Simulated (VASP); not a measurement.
Runs of VASP 6.6.1 on TePb. The structure is that of space group I4/mmm (No. 139), or close to it. The cells are those of the table. 

```csv
cell,gap on the mesh (eV),pressure (GPa)
"a = 4.679, b = 4.679, c = 4.792 Å, angles 59.2, 59.2, 61.6°, 2 atoms",1.09,(b)
"a = 4.624, b = 4.624, c = 4.792 Å, angles 58.8, 58.8, 62.4°, 2 atoms",0.89,-0.7
"a = 4.569, b = 4.569, c = 4.792 Å, angles 58.4, 58.4, 63.2°, 2 atoms",0.63,1.0
"a = 4.451, b = 4.451, c = 4.564 Å, angles 59.2, 59.2, 61.7°, 2 atoms",(a),5.0
"a = 4.510, b = 4.510, c = 4.678 Å, angles 58.8, 58.8, 62.5°, 2 atoms",0.68,2.7
```

Alike in all rows: task single point; level r2SCAN; potentials or basis VASP PAW PBE potentials, release 64 (Te, Pb_d); no spin polarisation; k mesh 8 × 8 × 8; cutoff (eV) 520; smearing gaussian 0.05 eV.

Problem. Fill in the values left out.

Solution. (a) 0.70; (b) -2.0.

Caveats: the PAW data sets were made with another functional, which shifts forces and pressure a little; spin-orbit coupling is left out, which moves the levels of the heavy elements.

A k mesh can miss the band edges, and the runs leave out spin-orbit coupling on Pb, Te.
